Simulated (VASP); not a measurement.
A run of VASP 6.6.1:

INCAR

```
SYSTEM = YbSi2
PREC = Accurate ; ENCUT = 520
EDIFF = 1E-7 ; ISMEAR = 0
SIGMA = 0.1 ; LREAL = .False.
LASPH = .True. ; NELM = 100
ALGO = Normal ; ISIF = 2
LWAVE = .False. ; LCHARG = .False.
GGA = PS ; NBANDS = 23
```

KPOINTS

```
regular mesh
0
Gamma
  12 12 12
  0 0 0
```

Contents of POSCAR:

```
YbSi2
1.0
    4.0029383084      0.0000000001      0.0000000000
   -2.0014691543      3.4666462648      0.0000000000
    0.0000000000      0.0000000000      3.8127128041
Yb Si
1 2
Direct
    0.0000000000      0.0000000000      0.0000000000
    0.3333333333      0.6666666667      0.5000000000
    0.6666666667      0.3333333333      0.5000000000
```

Potentials or basis: VASP PAW PBE potentials, release 64 (Yb, Si).

Command:

```bash
$ cat potpaw_PBE.64/Yb/POTCAR potpaw_PBE.64/Si/POTCAR > POTCAR
$ mpirun -np 1 vasp_std > vasp.out
```

Hardware: 1 thread of Intel(R) Xeon(R) 6975P-C (Granite Rapids), on a shared host.

Q: Estimate the wall time of this run.

A: Run time: 3.9 min on 1 thread of Intel(R) Xeon(R) 6975P-C (Granite Rapids) (shared host), peak memory 0.3 GiB. Counts: scf iterations 39, k points 133.
